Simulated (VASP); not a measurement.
Set up this calculation in VASP 6.6.1, as the native input.

* Task: single point
* Functional: PBEsol
* Potentials or basis: VASP PAW PBE potentials, release 64 (Ta_pv, F)
* Cutoff: 520 eV
* k mesh: 14 × 14 × 14
* Occupations: gaussian, width 0.15 eV
* Spin: no spin polarisation
* Dipole correction: no
* Further INCAR settings: ALGO = Normal; EDIFF = 1e-06; NBANDS = 24

The structure of TaF3 lies in POSCAR:

```
TaF3
1.0
    3.9545005074      0.4754678029      0.4754678029
    0.4754678029      3.9545005074      0.4754678029
    0.4754678029      0.4754678029      3.9545005074
Ta F
1 3
Direct
    0.0000000000      0.0000000000      0.0000000000
    0.5000000000      0.0000000000      0.0000000000
    0.0000000000      0.5000000000      0.0000000000
    0.0000000000      0.0000000000      0.5000000000
```

This cell differs from its parent crystal: ratio of the length along [111] to the lengths across it x 1.41, volume and fractional coordinates fixed.

These files were run (other wordings do the same):

INCAR

```
SYSTEM = TaF3
ALGO = Normal
EDIFF = 1E-6
ENCUT = 520
GGA = PS
ISIF = 2
ISMEAR = 0
LASPH = .TRUE.
LCHARG = .TRUE.
LELF = .TRUE.
LREAL = .FALSE.
LVHAR = .TRUE.
LWAVE = .FALSE.
NBANDS = 24
NELM = 60
PREC = Accurate
SIGMA = 0.15
```

KPOINTS

```
k-points
0
G
  14 14 14
  0 0 0
```

Potentials or basis: VASP PAW PBE potentials, release 64 (Ta_pv, F).

Run with:

```sh
$ cat potpaw_PBE.64/Ta_pv/POTCAR potpaw_PBE.64/F/POTCAR > POTCAR
$ mpirun -np 1 vasp_std > vasp.out
```

It gave:

```
Pressure               : 6.1 GPa
Band gap on the k mesh : zero (bands 16 and 17 overlap by 2.33 eV)
```

Caveat: the cell stands under pressure; the PAW data sets were made with another functional, which shifts forces and pressure a little; spin-orbit coupling is left out, which moves the levels of the heavy elements.

Run time: 4.7 min on 1 thread of Intel(R) Xeon(R) Platinum 8488C (Sapphire Rapids) (shared host), peak memory 0.43 GiB.
